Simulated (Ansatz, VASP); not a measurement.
## AlN in VASP and in Ansatz

```
Al N
1.0
     0.00000    2.00456    2.00456
     2.00456    0.00000    2.00456
     2.00456    2.00456    0.00000
Al N
1 1
Direct
  0.50000 0.50000 0.50000
  0.00000 0.00000 0.00000
```

Alike in both runs: task relaxation of cell and atoms; functional LDA; k mesh 10 × 10 × 10; occupations gaussian, width 0.02 eV; no spin polarisation.

|  | VASP | Ansatz |
| --- | --- | --- |
| version | VASP 6.6.1 | Ansatz 0.2.0 |
| potentials or method | VASP PAW LDA potentials, release 64 (Al, N), cutoff 600 eV | scalar-relativistic, plane waves, PAW |
| valence electrons in the cell | 8 | 8 |

VASP gave:

```
gap on the k mesh at the Fermi level, each at its own relaxed structure (eV)  : 4.68
relaxed volume (Å³/atom)                                                      : 8.08
relaxed length of the cell vector where the two differ most in proportion (Å) : 2.838
```

**Question.** Which values does Ansatz return?

**Answer.** gap on the k mesh at the Fermi level, each at its own relaxed structure (eV): 4.71; relaxed volume (Å³/atom): 8.06; relaxed length of the cell vector where the two differ most in proportion (Å): 2.836.

Ansatz warns that its potentials were made for another functional, while VASP's fit it. LDA's correlation is that of Perdew and Zunger in VASP and of Perdew and Wang (1992) in Ansatz.
